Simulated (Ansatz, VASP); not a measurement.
Two plane-wave programs on HfO2

```
CELL_PARAMETERS angstrom
0.00000 2.55750 2.55750
2.36569 0.00000 2.55750
2.36569 2.55750 0.00000
ATOMIC_POSITIONS crystal
Hf 0.00000 0.00000 0.00000
O 0.25000 0.25000 0.25000
O 0.75000 0.75000 0.75000
```

Change from the starting cell: strain -0.0750 x Voigt [1, 0, 0, 0, 0, 0], atoms carried along.

Alike in both runs: task single point; functional r2SCAN; k mesh 8 × 8 × 8; occupations gaussian, width 0.05 eV; no spin polarisation.

|  | VASP | Ansatz |
| --- | --- | --- |
| version | VASP 6.6.1 | Ansatz 0.2.0 |
| potentials or method | VASP PAW PBE potentials, release 64 (Hf_pv, O), cutoff 520 eV | scalar-relativistic, plane waves, PAW |
| valence electrons in the cell | 22 | 38 |

```csv
,VASP,Ansatz,Ansatz less VASP
gap on the k mesh at the Fermi level (eV),3.38,3.38,+0.002
least direct gap on the mesh (eV),3.67,3.66,-0.007
pressure (GPa),9.2,13.6,+4.39
"traceless stress, the component that is largest in VASP (GPa)",27.62,27.15,-0.473
```

VASP's potentials were made for PBE, not for r2SCAN. One of these differences is far larger than is usual between the two programs; its cause wasn't traced. VASP's potentials hold 22 valence electrons a cell and Ansatz's 38, so a difference there can come from the potentials and not from the codes.

Spin-orbit coupling is off throughout.
